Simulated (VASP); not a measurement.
# TePb (P6_3/mmc) in VASP: further runs, part 2 of 2

VASP 6.6.1. The steps go on from the part before.

## Step 5: Single point, r2SCAN

This run uses another cell than the first one, of 35.43 Å³/atom, 1.064 times its volume.

POSCAR reads:

```
TePb
1.0
    4.5439515247      0.0000000000      0.0000000000
   -2.2719757624      3.9351774539      0.0000000000
    0.0000000000      0.0000000000      7.9257636462
Pb Te
2 2
Direct
    0.0000000000      0.0000000000      0.0000000000
    0.0000000000      0.0000000000      0.5000000000
    0.3333333333      0.6666666667      0.2500000000
    0.6666666667      0.3333333333      0.7500000000
```

INCAR.step1 reads:

```
PREC     = Accurate       # precision mode
ENCUT    = 520            # plane-wave cutoff, eV
ISMEAR   = -1             # smearing method
SIGMA    = 0.02           # smearing width, eV
LREAL    = False          # projectors in reciprocal space
LASPH    = True           # aspherical terms in the spheres
NELM     = 60             # most SCF steps
NBANDS   = 28             # bands
GGA      = PE             # functional
ALGO     = Normal         # electronic algorithm
EDIFF    = 1E-4           # SCF threshold, eV
LWAVE    = True           # write WAVECAR
LCHARG   = False          # write CHGCAR
```

INCAR.step2 reads:

```
PREC     = Accurate       # precision mode
ENCUT    = 520            # plane-wave cutoff, eV
EDIFF    = 1E-7           # SCF threshold, eV
ISMEAR   = -1             # smearing method
SIGMA    = 0.02           # smearing width, eV
LREAL    = False          # projectors in reciprocal space
LASPH    = True           # aspherical terms in the spheres
NELM     = 60             # most SCF steps
ALGO     = Normal         # electronic algorithm
ISIF     = 2              # what is computed and relaxed
LWAVE    = False          # write WAVECAR
LCHARG   = False          # write CHGCAR
METAGGA  = R2SCAN         # meta-GGA
LMIXTAU  = True         
NBANDS   = 28             # bands
ISTART   = 1
```

KPOINTS reads:

```
regular mesh
0
Gamma
  6 6 4
```

Potentials or basis: VASP PAW PBE potentials, release 64 (Pb_d, Te).

On the command line:

```sh
> cat potpaw_PBE.64/Pb_d/POTCAR potpaw_PBE.64/Te/POTCAR > POTCAR
> cp INCAR.step1 INCAR
> mpirun -np 1 vasp_std > vasp.out
> cp INCAR.step2 INCAR
> mpirun -np 1 vasp_std > vasp.out
```

OUTCAR:

```text
PREC = Accurate
   ENCUT = 520
   EDIFF = 1E-7
   ISMEAR = -1
   LREAL = False
   LASPH = True
   NELM = 60
   ISIF = 2
   METAGGA = R2SCAN
   ISTART = 1

 ion  position               nearest neighbor table
   1  0.000  0.000  0.000-   3 3.29   4 3.29   3 3.29   4 3.29   4 3.29   3 3.29   2 3.96   2 3.96

   2  0.000  0.000  0.500-   3 3.29   4 3.29   3 3.29   4 3.29   4 3.29   3 3.29   1 3.96   1 3.96

   3  0.333  0.667  0.250-   1 3.29   2 3.29   1 3.29   2 3.29   1 3.29   2 3.29
   4  0.667  0.333  0.750-   1 3.29   2 3.29   1 3.29   2 3.29   1 3.29   2 3.29

  LATTYP: Found a hexagonal cell.
 ALAT       =     4.5439515247
 C/A-ratio  =     1.7442447621

  Lattice vectors:

 A1 = (   4.5439515247,   0.0000000000,   0.0000000000)
 A2 = (  -2.2719757624,   3.9351774539,   0.0000000000)
 A3 = (   0.0000000000,   0.0000000000,   7.9257636462)

Analysis of symmetry for initial positions (statically):
=====================================================================
 Subroutine PRICEL returns:
 Original cell was already a primitive cell.
[... 168 lines left out ...]
  free energy    TOTEN  =      -165.25036280 eV

  energy without entropy =     -165.25036209  energy(sigma->0) =     -165.25036244

 E-fermi :   5.6657     XC(G=0):  -9.5639

 val. band max:        5.4709385180   @ k =   0.3333   0.3333   0.0000
 cond. band min:       5.8513888722   @ k =   0.0000   0.0000   0.0000
 fundamental gap:      0.3804503542
 Fermi energy:         5.6657471388

 k-point     1 :       0.0000    0.0000    0.0000
  band No.  band energies     occupation
      1     -12.4613      2.00000
      2     -12.4444      2.00000
      3     -12.4444      2.00000
      4     -12.4281      2.00000
      5     -12.4281      2.00000
      6     -12.4200      2.00000
[... 640 lines left out ...]
     27      11.9836      0.00000
     28      11.9836      0.00000

------------------------ aborting loop because EDIFF is reached ----------------------------------------

  FORCE on cell =-STRESS in cart. coord.  units (eV):
  Direction    XX          YY          ZZ          XY          YZ          ZX
  --------------------------------------------------------------------------------------
  -------------------------------------------------------------------------------------
  Total       -0.0161554     -0.0161554     -0.0120248      0.0000000     -0.0000000     -0.0000000
  in kB       -0.1826375     -0.1826375     -0.1359408      0.0000000     -0.0000000     -0.0000000
  external PRESSURE =      -0.1670719 kB  Pullay stress =       0.0000000 kB

 VOLUME and BASIS-vectors are now :
 -----------------------------------------------------------------------------
  energy-cutoff  :      520.00
  volume of cell :      141.72
      direct lattice vectors                 reciprocal lattice vectors
     4.543951525  0.000000000  0.000000000     0.220072770  0.127059073  0.000000000
    -2.271975762  3.935177454  0.000000000     0.000000000  0.254118146  0.000000000
     0.000000000  0.000000000  7.925763646     0.000000000  0.000000000  0.126170808

 POSITION                                       TOTAL-FORCE (eV/Angst)
 -----------------------------------------------------------------------------------
      0.00000      0.00000      0.00000        -0.000000      0.000000     -0.000000
      0.00000      0.00000      3.96288        -0.000000      0.000000     -0.000000
     -0.00000      2.62345      1.98144        -0.000000     -0.000000      0.000000
      2.27198      1.31173      5.94432         0.000000      0.000000      0.000000
 -----------------------------------------------------------------------------------
    total drift:                               -0.000000      0.000000     -0.000000

  FREE ENERGIE OF THE ION-ELECTRON SYSTEM (eV)
  ---------------------------------------------------
  free  energy   TOTEN  =      -165.2503627989 eV

  energy  without entropy=     -165.2503620861  energy(sigma->0) =     -165.25036244
```

OUTCAR.step1:

```text
PREC = Accurate
   ENCUT = 520
   ISMEAR = -1
   LREAL = False
   LASPH = True
   NELM = 60
[... 877 lines left out ...]
      0.00000      0.00000      3.96288         0.000000      0.000000      0.000000
     -0.00000      2.62345      1.98144        -0.000000     -0.000000      0.000000
      2.27198      1.31173      5.94432         0.000000      0.000000      0.000000
 -----------------------------------------------------------------------------------
    total drift:                               -0.000000      0.000000     -0.000000

  FREE ENERGIE OF THE ION-ELECTRON SYSTEM (eV)
  ---------------------------------------------------
  free  energy   TOTEN  =       -14.9033170483 eV

  energy  without entropy=      -14.9029708990  energy(sigma->0) =      -14.90314397
```

OSZICAR.step1:

```text
N       E                     dE             d eps       ncg     rms          rms(c)
DAV:   1     0.378389582343E+03    0.37839E+03   -0.17461E+04  1176   0.138E+03
DAV:   2     0.213486984732E+02   -0.35704E+03   -0.34795E+03  1192   0.369E+02
DAV:   3    -0.136963768182E+02   -0.35045E+02   -0.34311E+02  1544   0.135E+02
DAV:   4    -0.151311821972E+02   -0.14348E+01   -0.14316E+01  1416   0.303E+01
DAV:   5    -0.151969814804E+02   -0.65799E-01   -0.65796E-01  1584   0.622E+00    0.430E+00
DAV:   6    -0.149062448879E+02    0.29074E+00   -0.62158E-01  1572   0.460E+00    0.278E+00
DAV:   7    -0.149012639030E+02    0.49810E-02   -0.22445E-01  1496   0.182E+00    0.111E+00
DAV:   8    -0.149028497136E+02   -0.15858E-02   -0.27363E-02  1292   0.125E+00    0.390E-01
DAV:   9    -0.149035656904E+02   -0.71598E-03   -0.44549E-03  1492   0.505E-01    0.757E-02
DAV:  10    -0.149032664772E+02    0.29921E-03   -0.10479E-03  1220   0.247E-01    0.428E-02
DAV:  11    -0.149033170483E+02   -0.50571E-04   -0.51545E-04  1140   0.127E-01
   1 F= -.14903317E+02 E0= -.14903144E+02  d E =-.346149E-03
```

Run time: 3.6 min. Hardware: 1 thread of Intel Xeon 6975P-C (Granite Rapids), shared host; peak memory 0.32 GiB.

Results:

| Property | Result |
| --- | --- |
| Free energy | -165.2504 eV |
| Pressure | 0.0 GPa |
| Band gap on the k mesh | 0.38 eV, indirect (least direct gap 0.48 eV) |

Caveat: the PAW data sets were made with another functional, which shifts forces and pressure a little; spin-orbit coupling is left out, which moves the levels of the heavy elements.

## Step 6: Overview

| cell | gap on the mesh (eV) | pressure (GPa) |
| --- | --- | --- |
| a = 4.451, b = 4.451, c = 7.764 Å, angles 90.0, 90.0, 120.0°, 4 atoms | 0.23 | 2.9 |
| a = 4.498, b = 4.498, c = 7.846 Å, angles 90.0, 90.0, 120.0°, 4 atoms | 0.31 | 1.3 |
| a = 4.544, b = 4.544, c = 7.926 Å, angles 90.0, 90.0, 120.0°, 4 atoms | 0.38 | 0.0 |

Alike in all rows: task single point; level r2SCAN; potentials or basis VASP PAW PBE potentials, release 64 (Pb_d, Te); no spin polarisation; k mesh 6 × 6 × 4; cutoff (eV) 520; smearing fermi-dirac 0.02 eV.

Caveats: the PAW data sets were made with another functional, which shifts forces and pressure a little; spin-orbit coupling is left out, which moves the levels of the heavy elements.

Absolute energies hang on the potentials; compare differences alone.
